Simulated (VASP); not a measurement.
Runs of VASP 6.6.1 on Si3N4. Symmetry: P6_3/m, No. 176, hexagonal system. Conventional cell: a = 7.604 Å, b = 7.604 Å, c = 2.906 Å, α = 90.00°, β = 90.00°, γ = 120.00°. Si (site symmetry m) has 4 N at 1.73 to 1.74 Å within 2.3 Å. Within 2.3 Å of N (site symmetry m) lie 3 Si at 1.74 Å. N (site symmetry -6) has 3 Si at 1.73 Å within 2.3 Å. 

| task | level | k mesh | gap on the mesh (eV) | pressure (GPa) | largest force (eV/Å) |
| --- | --- | --- | --- | --- | --- |
| electric field gradients | r2SCAN | 4 × 4 × 8 | 4.99 | -0.3 | 0.04 |
| electric field gradients | r2SCAN | 4 × 4 × 10 | 4.99 | -0.3 | 0.04 |
| electric field gradients | PBE | 4 × 4 × 10 | (a) | 5.3 | 0.05 |
| single point | PBE | 4 × 4 × 10 | 4.33 | 5.2 | 0.01 |
| single point | PBE | 4 × 4 × 8 | 4.33 | 5.2 | 0.01 |

Alike in all rows: potentials or basis VASP PAW PBE potentials, release 64 (Si, N); no spin polarisation; cell as given; cutoff (eV) 520; smearing fermi-dirac 0.02 eV.

**Question.** Estimate the missing entries.

**Answer.** (a) 4.32.

Caveats: the cell stands under pressure (at least some runs); the PAW data sets were made with another functional, which shifts forces and pressure a little (at least some runs).

A k mesh can miss the band edges.
